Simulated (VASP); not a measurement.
# BP (P6_3/mmc) in VASP: further runs, part 2 of 2

VASP 6.6.1. The steps go on from the part before.

## 5. Single point, PBE

File INCAR:

```
ALGO = Normal
EDIFF = 1E-6
ENCUT = 500
GGA = PE
GGA_COMPAT = False
ISIF = 2
ISMEAR = -1
LASPH = True
LCHARG = True
LELF = True
LREAL = False
LVHAR = True
LWAVE = False
NBANDS = 16
NELM = 120
PREC = Accurate
SIGMA = 0.02
```

File KPOINTS:

```
k-points
0
Gamma
  5 5 5
```

File POSCAR:

```
BP
1.0
    3.0799086887      0.0000000000      0.0000000000
   -1.5399543444      2.6672791658      0.0000000000
    0.0000000000      0.0000000000      5.0145727567
B P
2 2
Direct
    0.0000000000      0.0000000000      0.0000000000
    0.0000000000      0.0000000000      0.5000000000
    0.3333333333      0.6666666667      0.2500000000
    0.6666666667      0.3333333333      0.7500000000
```

Potentials or basis: VASP PAW PBE potentials, release 64 (B, P).

The run is started by

```console
> cat potpaw_PBE.64/B/POTCAR potpaw_PBE.64/P/POTCAR > POTCAR
> mpirun -np 1 vasp_std > vasp.out
```

OUTCAR:

```text
EDIFF = 1E-6
   ENCUT = 500
   GGA = PE
   ISIF = 2
   ISMEAR = -1
   LASPH = True
   LREAL = False
   NELM = 120
   PREC = Accurate

 ion  position               nearest neighbor table
   1  0.000  0.000  0.000-   3 2.18   4 2.18   4 2.18   3 2.18   4 2.18   3 2.18
   2  0.000  0.000  0.500-   3 2.18   4 2.18   4 2.18   3 2.18   4 2.18   3 2.18
   3  0.333  0.667  0.250-   1 2.18   2 2.18   1 2.18   2 2.18   1 2.18   2 2.18
   4  0.667  0.333  0.750-   1 2.18   2 2.18   1 2.18   2 2.18   1 2.18   2 2.18

  LATTYP: Found a hexagonal cell.
 ALAT       =     3.0799086887
 C/A-ratio  =     1.6281563071

  Lattice vectors:

 A1 = (   3.0799086887,   0.0000000000,   0.0000000000)
 A2 = (  -1.5399543444,   2.6672791658,   0.0000000000)
 A3 = (   0.0000000000,   0.0000000000,   5.0145727567)

Analysis of symmetry for initial positions (statically):
=====================================================================
 Subroutine PRICEL returns:
 Original cell was already a primitive cell.

 Routine SETGRP: Setting up the symmetry group for a
 hexagonal supercell.

 Subroutine GETGRP returns: Found 24 space group operations
 (whereof 12 operations were pure point group operations)
 out of a pool of 24 trial point group operations.

The static configuration has the point symmetry D_3d.
 The point group associated with its full space group is D_6h.

Analysis of symmetry for dynamics (positions and initial velocities):
=====================================================================
 Subroutine PRICEL returns:
 Original cell was already a primitive cell.

 Routine SETGRP: Setting up the symmetry group for a
 hexagonal supercell.

 Subroutine GETGRP returns: Found 24 space group operations
 (whereof 12 operations were pure point group operations)
 out of a pool of 24 trial point group operations.

The dynamic configuration has the point symmetry D_3d.
 The point group associated with its full space group is D_6h.

 Subroutine INISYM returns: Found 24 space group operations
 (whereof 12 operations are pure point group operations),
 and found     1 'primitive' translations

----------------------------------------------------------------------------------------

                                     Primitive cell

  volume of cell :      41.1946

  direct lattice vectors                    reciprocal lattice vectors
     3.079908689  0.000000000  0.000000000     0.324684950  0.187456944  0.000000000
    -1.539954344  2.667279166  0.000000000     0.000000000  0.374913887  0.000000000
     0.000000000  0.000000000  5.014572757     0.000000000  0.000000000  0.199418784

  length of vectors
     3.079908689  3.079908689  5.014572757     0.374913887  0.374913887  0.199418784

  position of ions in fractional coordinates (direct lattice)
     0.000000000  0.000000000  0.000000000
     0.000000000  0.000000000  0.500000000
     0.333333333  0.666666667  0.250000000
     0.666666667  0.333333333  0.750000000

  ion indices of the primitive-cell ions
[... 34 lines left out ...]
  0.000000  0.000000  0.000000      1.000000
  0.200000  0.000000  0.000000      6.000000
  0.400000  0.000000  0.000000      6.000000
  0.200000  0.200000  0.000000      6.000000
  0.400000  0.200000  0.000000      6.000000
  0.000000  0.000000  0.200000      2.000000
  0.200000  0.000000  0.200000     12.000000
  0.400000  0.000000  0.200000     12.000000
  0.200000  0.200000  0.200000     12.000000
  0.400000  0.200000  0.200000     12.000000
  0.000000  0.000000  0.400000      2.000000
  0.200000  0.000000  0.400000     12.000000
  0.400000  0.000000  0.400000     12.000000
  0.200000  0.200000  0.400000     12.000000
  0.400000  0.200000  0.400000     12.000000
   k-points           NKPTS =     15   k-points in BZ     NKDIM =     15   number of bands    NBANDS=     16
   number of dos      NEDOS =    301   number of ions     NIONS =      4
   total plane-waves  NPLWV =  23040
   dimension x,y,z NGX =    24 NGY =   24 NGZ =   40
   dimension x,y,z NGXF=    48 NGYF=   48 NGZF=   80
   ions per type =               2   2
   NGX,Y,Z   is equivalent  to a cutoff of  12.95, 12.95, 13.26 a.u.
   NGXF,Y,Z  is equivalent  to a cutoff of  25.91, 25.91, 26.52 a.u.
 SYSTEM =  unknown system
   PREC   = accura    normal or accurate (medium, high low for compatibility)
   ISTART =      0    job   : 0-new  1-cont  2-samecut
   ICHARG =      2    charge: 1-file 2-atom 10-const
   ISPIN  =      1    spin polarized calculation?
   LNONCOLLINEAR =      F non collinear calculations
   LSORBIT =      F    spin-orbit coupling
   LASPH  =      T    aspherical Exc in radial PAW
   ENCUT  =  500.0 eV  36.75 Ry    6.06 a.u.   5.62  5.62  9.14*2*pi/ulx,y,z
   NELM   =    120;   NELMIN=  2; NELMDL= -5     # of ELM steps
   EDIFF  = 0.1E-05   stopping-criterion for ELM
   LREAL  =      F    real-space projection
   EDIFFG = 0.1E-04   stopping-criterion for IOM
   NSW    =      0    number of steps for IOM
   IBRION =     -1    ionic relax: 0-MD 1-quasi-New 2-CG
   NFREE  =      0    steps in history (QN), initial steepest desc. (CG)
   ISIF   =      2    stress and relaxation
   ISYM   =      2    0-nonsym 1-usesym 2-fastsym
   POTIM  = 0.5000    time-step for ionic-motion
   TEBEG  =    0.0;   TEEND  =   0.0 temperature during run
   PSTRESS=    0.0 pullay stress
   NELECT =      16.0000    total number of electrons
   NUPDOWN=      -1.0000    fix difference up-down
   EMIN   =  10.00;   EMAX   =-10.00  energy-range for DOS
   EFERMI =   0.00;   METHOD = LEGACY
   ISMEAR =    -1;   SIGMA  =   0.02  broadening in eV -4-tet -1-fermi 0-gaus
   EFERMI_NEDOS =   21; number of points for ismear=-14 and -15
   IALGO  =     38    algorithm
   IMIX   =      4    mixing-type and parameters
     AMIX     =   0.40;   BMIX     =  1.00
     AMIX_MAG =   1.60;   BMIX_MAG =  1.00
  volume/ion in A,a.u.               =      10.30        69.50
  Fermi-wavevector in a.u.,A,eV,Ry     =   1.194450  2.257184 19.411588  1.426711
  Thomas-Fermi vector in A             =   2.330440
   LORBIT       =      0    0 simple, 1 ext, 2 COOP (PROOUT), +10 PAW based schemes
   GGA     = PE    functional components
   LHFCALC =     F    Hartree Fock is set to
   AEXX    =    0.0000 exact exchange contribution
   IVDW    =     0    specifies the selected vdW correction
   LEPSILON=     F    determine dielectric tensor
   LRPA    =     F    only Hartree local field effects (RPA)
 non-spin polarized calculation
  energy-cutoff  :      500.00
  volume of cell :       41.19
 maximum number of plane-waves:      1087
 NGX is ok and might be reduce to    24
   NGX = 11   NGY = 11   NGZ = 19

 number of electron      15.9999997 magnetization

 Free energy of the ion-electron system (eV)
  ---------------------------------------------------
  ext. energy  EPLUGINS =         0.00000000
  ---------------------------------------------------
  free energy    TOTEN  =       -21.07200447 eV

  energy without entropy =      -21.07068575  energy(sigma->0) =      -21.07134511

 E-fermi :   9.4051     XC(G=0): -11.8260

 val. band max:        9.3495226721   @ k =   0.2000   0.2000   0.2000
 cond. band min:       9.6576983079   @ k =   0.2000   0.2000   0.2000
 fundamental gap:      0.3081756359
 Fermi energy:         9.4051375427

 k-point     1 :       0.0000    0.0000    0.0000
  band No.  band energies     occupation
      1      -7.2873      2.00000
      2      -2.9774      2.00000
      3      -0.9368      2.00000
      4       8.3048      2.00000
      5       8.3048      2.00000
      6      10.1040      0.00000
[... 262 lines left out ...]
      3       0.0403      2.00000
      4       0.2603      2.00000
      5       2.8405      2.00000
      6       3.7107      2.00000
[... 8 lines left out ...]
     15      19.7681      0.00000
     16      19.9324      0.00000

------------------------ aborting loop because EDIFF is reached ----------------------------------------

  FORCE on cell =-STRESS in cart. coord.  units (eV):
  Direction    XX          YY          ZZ          XY          YZ          ZX
  --------------------------------------------------------------------------------------
  -------------------------------------------------------------------------------------
  Total       -0.4363425     -0.4363425      2.1760038      0.0000000      0.0000000      0.0000000
  in kB      -16.9706253    -16.9706253     84.6311010      0.0000000      0.0000000      0.0000000
  external PRESSURE =      16.8966168 kB  Pullay stress =       0.0000000 kB

 VOLUME and BASIS-vectors are now :
 -----------------------------------------------------------------------------
  energy-cutoff  :      500.00
  volume of cell :       41.19
      direct lattice vectors                 reciprocal lattice vectors
     3.079908689  0.000000000  0.000000000     0.324684950  0.187456944  0.000000000
    -1.539954344  2.667279166  0.000000000     0.000000000  0.374913887  0.000000000
     0.000000000  0.000000000  5.014572757     0.000000000  0.000000000  0.199418784

 POSITION                                       TOTAL-FORCE (eV/Angst)
 -----------------------------------------------------------------------------------
      0.00000      0.00000      0.00000        -0.000000      0.000000      0.000000
      0.00000      0.00000      2.50729        -0.000000      0.000000      0.000000
     -0.00000      1.77819      1.25364         0.000000      0.000000     -0.000000
      1.53995      0.88909      3.76093        -0.000000      0.000000     -0.000000
 -----------------------------------------------------------------------------------
    total drift:                               -0.000000      0.000000      0.000000

  FREE ENERGIE OF THE ION-ELECTRON SYSTEM (eV)
  ---------------------------------------------------
  free  energy   TOTEN  =       -21.0720044729 eV

  energy  without entropy=      -21.0706857516  energy(sigma->0) =      -21.07134511
```

stdout:

```text
POSCAR found type information on POSCAR B P
 POSCAR found :  2 types and       4 ions
 scaLAPACK will be used
 LDA part: xc-table for (Slater+PW92), standard interpolation
 POSCAR, INCAR and KPOINTS ok, starting setup
 FFT: planning ... GRIDC
 FFT: planning ... GRID_SOFT
 FFT: planning ... GRID
 WAVECAR not read
 entering main loop
```

Run time: 5.1 s. Hardware: 1 thread of Intel Xeon 6975P-C (Granite Rapids), shared host; peak memory 0.14 GiB.

What came out:

- Free energy: -21.0720 eV
- Pressure: 1.7 GPa
- Band gap on the k mesh: zero (band 8 reaches 10.99 eV, above the bottom of band 9 at 7.12 eV)

Levels at points of the mesh, in eV from the Fermi level:
```csv
k point,band 6,band 7,band 8,band 9,band 10,band 11
"(0.00, 0.00, 0.00)",0.70,1.14,1.14,3.06,3.06,4.49
```

Caveat: the k points lie up to 0.47 Å⁻¹ apart.

## 6. Single point, PBE

File INCAR:

```
PREC = Accurate ; ENCUT = 500
EDIFF = 1E-6 ; ISMEAR = -1
SIGMA = 0.02 ; LREAL = False
LASPH = True ; NELM = 120
ALGO = Normal ; ISIF = 2
LWAVE = False ; LCHARG = False
GGA = PE ; NBANDS = 16
GGA_COMPAT = False
```

File KPOINTS:

```
regular mesh
0
Gamma
  6 6 4
```

POSCAR is that of step 5.

Potentials or basis: VASP PAW PBE potentials, release 64 (B, P).

The run is started by

```console
> cat potpaw_PBE.64/B/POTCAR potpaw_PBE.64/P/POTCAR > POTCAR
> mpirun -np 1 vasp_std > vasp.out
```

OUTCAR:

```text
PREC = Accurate
   ENCUT = 500
   EDIFF = 1E-6
   ISMEAR = -1
   LREAL = False
   LASPH = True
   NELM = 120
   ISIF = 2
   GGA = PE

 ion  position               nearest neighbor table
   1  0.000  0.000  0.000-   3 2.18   4 2.18   4 2.18   3 2.18   4 2.18   3 2.18
   2  0.000  0.000  0.500-   3 2.18   4 2.18   4 2.18   3 2.18   4 2.18   3 2.18
   3  0.333  0.667  0.250-   1 2.18   2 2.18   1 2.18   2 2.18   1 2.18   2 2.18
   4  0.667  0.333  0.750-   1 2.18   2 2.18   1 2.18   2 2.18   1 2.18   2 2.18

  LATTYP: Found a hexagonal cell.
 ALAT       =     3.0799086887
 C/A-ratio  =     1.6281563071

  Lattice vectors:

 A1 = (   3.0799086887,   0.0000000000,   0.0000000000)
 A2 = (  -1.5399543444,   2.6672791658,   0.0000000000)
 A3 = (   0.0000000000,   0.0000000000,   5.0145727567)

Analysis of symmetry for initial positions (statically):
=====================================================================
 Subroutine PRICEL returns:
 Original cell was already a primitive cell.

 Routine SETGRP: Setting up the symmetry group for a
 hexagonal supercell.

 Subroutine GETGRP returns: Found 24 space group operations
 (whereof 12 operations were pure point group operations)
 out of a pool of 24 trial point group operations.

The static configuration has the point symmetry D_3d.
 The point group associated with its full space group is D_6h.

Analysis of symmetry for dynamics (positions and initial velocities):
=====================================================================
 Subroutine PRICEL returns:
 Original cell was already a primitive cell.

 Routine SETGRP: Setting up the symmetry group for a
 hexagonal supercell.

 Subroutine GETGRP returns: Found 24 space group operations
 (whereof 12 operations were pure point group operations)
 out of a pool of 24 trial point group operations.

The dynamic configuration has the point symmetry D_3d.
 The point group associated with its full space group is D_6h.

[... 119 lines left out ...]
  volume/ion in A,a.u.               =      10.30        69.50
  Fermi-wavevector in a.u.,A,eV,Ry     =   1.194450  2.257184 19.411588  1.426711
  Thomas-Fermi vector in A             =   2.330440
   LORBIT       =      0    0 simple, 1 ext, 2 COOP (PROOUT), +10 PAW based schemes
   GGA     = PE    functional components
   LHFCALC =     F    Hartree Fock is set to
   AEXX    =    0.0000 exact exchange contribution
   IVDW    =     0    specifies the selected vdW correction
   LEPSILON=     F    determine dielectric tensor
   LRPA    =     F    only Hartree local field effects (RPA)
 non-spin polarized calculation
  energy-cutoff  :      500.00
  volume of cell :       41.19
 maximum number of plane-waves:      1087
 NGX is ok and might be reduce to    24
   NGX = 11   NGY = 11   NGZ = 19

 number of electron      15.9999997 magnetization

 Free energy of the ion-electron system (eV)
  ---------------------------------------------------
  ext. energy  EPLUGINS =         0.00000000
  ---------------------------------------------------
  free energy    TOTEN  =       -21.15094840 eV

  energy without entropy =      -21.14934611  energy(sigma->0) =      -21.15014725

 E-fermi :   9.7580     XC(G=0): -11.8259

 val. band max:        9.6682460554   @ k =   0.1667   0.0000   0.2500
 cond. band min:       9.7744740475   @ k =   0.3333   0.3333   0.5000
 fundamental gap:      0.1062279921
 Fermi energy:         9.7580341250

 k-point     1 :       0.0000    0.0000    0.0000
  band No.  band energies     occupation
      1      -7.2847      2.00000
      2      -2.9615      2.00000
      3      -0.9521      2.00000
      4       8.3001      2.00000
      5       8.3001      2.00000
      6      10.0991      0.00000
[... 376 lines left out ...]
      3       0.2603      2.00000
      4       0.2603      2.00000
      5       1.7739      2.00000
      6       1.7739      2.00000
[... 8 lines left out ...]
     15      18.6197      0.00000
     16      18.6197      0.00000

------------------------ aborting loop because EDIFF is reached ----------------------------------------

  FORCE on cell =-STRESS in cart. coord.  units (eV):
  Direction    XX          YY          ZZ          XY          YZ          ZX
  --------------------------------------------------------------------------------------
  -------------------------------------------------------------------------------------
  Total        0.0775092      0.0775092      0.1067355     -0.0000000     -0.0000000      0.0000000
  in kB        3.0145571      3.0145571      4.1512521     -0.0000000     -0.0000000      0.0000000
  external PRESSURE =       3.3934554 kB  Pullay stress =       0.0000000 kB

 VOLUME and BASIS-vectors are now :
 -----------------------------------------------------------------------------
  energy-cutoff  :      500.00
  volume of cell :       41.19
      direct lattice vectors                 reciprocal lattice vectors
     3.079908689  0.000000000  0.000000000     0.324684950  0.187456944  0.000000000
    -1.539954344  2.667279166  0.000000000     0.000000000  0.374913887  0.000000000
     0.000000000  0.000000000  5.014572757     0.000000000  0.000000000  0.199418784

 POSITION                                       TOTAL-FORCE (eV/Angst)
 -----------------------------------------------------------------------------------
      0.00000      0.00000      0.00000         0.000000      0.000000     -0.000000
      0.00000      0.00000      2.50729         0.000000      0.000000     -0.000000
     -0.00000      1.77819      1.25364        -0.000000      0.000000      0.000000
      1.53995      0.88909      3.76093         0.000000      0.000000      0.000000
 -----------------------------------------------------------------------------------
    total drift:                               -0.000000      0.000000      0.000000

  FREE ENERGIE OF THE ION-ELECTRON SYSTEM (eV)
  ---------------------------------------------------
  free  energy   TOTEN  =       -21.1509483980 eV

  energy  without entropy=      -21.1493461078  energy(sigma->0) =      -21.15014725
```

OSZICAR:

```text
N       E                     dE             d eps       ncg     rms          rms(c)
DAV:   1     0.285454620931E+02    0.28545E+02   -0.69433E+03   672   0.879E+02
DAV:   2    -0.199188248920E+02   -0.48464E+02   -0.44361E+02   920   0.147E+02
DAV:   3    -0.215358162313E+02   -0.16170E+01   -0.16037E+01   880   0.245E+01
DAV:   4    -0.215450191518E+02   -0.92029E-02   -0.92000E-02   856   0.218E+00
DAV:   5    -0.215451041879E+02   -0.85036E-04   -0.85031E-04   928   0.189E-01    0.855E+00
DAV:   6    -0.211739534759E+02    0.37115E+00   -0.41330E-01   856   0.403E+00    0.485E+00
DAV:   7    -0.211547455577E+02    0.19208E-01   -0.11043E-01   904   0.192E+00    0.132E+00
DAV:   8    -0.211510407881E+02    0.37048E-02   -0.11483E-02   800   0.668E-01    0.241E-01
DAV:   9    -0.211509217685E+02    0.11902E-03   -0.10763E-03   816   0.230E-01    0.738E-02
DAV:  10    -0.211509452552E+02   -0.23487E-04   -0.73431E-05   880   0.637E-02    0.236E-02
DAV:  11    -0.211509482502E+02   -0.29951E-05   -0.70945E-06   848   0.184E-02    0.356E-03
DAV:  12    -0.211509483980E+02   -0.14774E-06   -0.46286E-07   496   0.509E-03
   1 F= -.21150948E+02 E0= -.21150147E+02  d E =-.160229E-02
```

stdout:

```text
POSCAR found type information on POSCAR B P
 POSCAR found :  2 types and       4 ions
 scaLAPACK will be used
 LDA part: xc-table for (Slater+PW92), standard interpolation
 POSCAR, INCAR and KPOINTS ok, starting setup
 FFT: planning ... GRIDC
 FFT: planning ... GRID_SOFT
 FFT: planning ... GRID
 WAVECAR not read
 entering main loop
```

It took 5.2 s on 1 thread of Intel Xeon 6975P-C (Granite Rapids), shared host; peak memory 0.14 GiB.

Results:

| Quantity | Value |
| --- | --- |
| Free energy | -21.1509 eV |
| Pressure | 0.3 GPa |
| Band gap on the k mesh | zero (band 8 reaches 11.01 eV, above the bottom of band 9 at 5.30 eV) |

Levels at points of the mesh, in eV from the Fermi level:
| k point | band 5 | band 6 | band 7 | band 8 | band 9 | band 10 | band 11 | band 12 |
| --- | --- | --- | --- | --- | --- | --- | --- | --- |
| (0.00, 0.00, 0.00) | -1.46 | 0.34 | 0.80 | 0.80 | 2.68 | 2.68 | 4.13 | 4.27 |
| (0.50, 0.00, 0.00) | -6.84 | -6.01 | -4.56 | 0.42 | 0.70 | 0.80 | 2.66 | 3.66 |
| (0.00, 0.00, 0.50) | -0.45 | -0.45 | -0.45 | -0.45 | 3.39 | 3.39 | 3.39 | 3.39 |
| (0.50, 0.00, 0.50) | -3.25 | -3.25 | -2.25 | -2.25 | -0.47 | -0.47 | 2.69 | 2.69 |

Caveat: the k points lie up to 0.39 Å⁻¹ apart.

## 7. Summary

| level | k mesh | cutoff (eV) | grid for exact exchange (PRECFOCK) | screening parameter | share of exact exchange | gap on the mesh (eV) | pressure (GPa) |
| --- | --- | --- | --- | --- | --- | --- | --- |
| HSE06 | 6 × 6 × 2 | 520 | Normal | 0.2079 1/Å | - | none | -2.4 |
| PBE-based screened hybrid | 6 × 6 × 2 | 520 | Normal | 0.3 1/Å | 0.05 | none | 0.4 |
| PBE | 3 × 3 × 3 | 500 | - | - | - | none | 3.9 |
| PBE | 5 × 5 × 5 | 500 | - | - | - | none | 1.7 |
| PBE | 6 × 6 × 4 | 500 | - | - | - | none | 0.3 |

Alike in all rows: task single point; potentials or basis VASP PAW PBE potentials, release 64 (B, P); no spin polarisation; cell as given; smearing fermi-dirac 0.02 eV.

Caveats: all runs use coarse meshes; the PAW data sets were made with another functional, which shifts forces and pressure a little (some runs).

Absolute energies hang on the potentials; compare differences alone.
